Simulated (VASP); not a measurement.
Wanted: the native input for a VASP 6.6.1 run.

| Item | Value |
| --- | --- |
| Task | single point |
| Functional | PBE |
| Potentials or basis | VASP PAW PBE potentials, release 64 (Y_sv, Be) |
| Cutoff | 520 eV |
| k mesh | 6 × 6 × 6 |
| Occupations | gaussian, width 0.1 eV |
| Spin | no spin polarisation |
| Dipole correction | no |
| Further INCAR settings | ALGO = Fast; EDIFF = 1e-06; NBANDS = 14 |

The structure of YBe lies in POSCAR:

```
YBe
1.0
    3.4212509259      0.0000000000      0.0000000000
    0.0000000000      3.4212509259      0.0000000000
    0.0000000000      0.0000000000      3.4233804057
Y Be
1 1
Direct
    0.5000000000      0.5000000000      0.5000000000
    0.0000000000      0.0000000000      0.0000000000
```

These files were run (other wordings do the same):

INCAR

```
SYSTEM = YBe
PREC = Accurate
ENCUT = 520
EDIFF = 1E-6
ISMEAR = 0
SIGMA = 0.1
LREAL = .False.
LASPH = .True.
NELM = 60
ALGO = Fast
ISIF = 2
LWAVE = .False.
LCHARG = .False.
GGA = PE
NBANDS = 14
```

KPOINTS

```
Automatic mesh
0
Gamma
  6 6 6
  0 0 0
```

Potentials or basis: VASP PAW PBE potentials, release 64 (Y_sv, Be).

Launch:

```console
$ cat potpaw_PBE.64/Y_sv/POTCAR potpaw_PBE.64/Be/POTCAR > POTCAR
$ mpirun -np 1 vasp_std > vasp.out
```

Results of the run:

```yaml
Pressure: -0.1 GPa
```

Wall time 22 s on 1 thread of Intel Xeon 6975P-C, with other jobs on the host, peak memory 0.18 GiB.
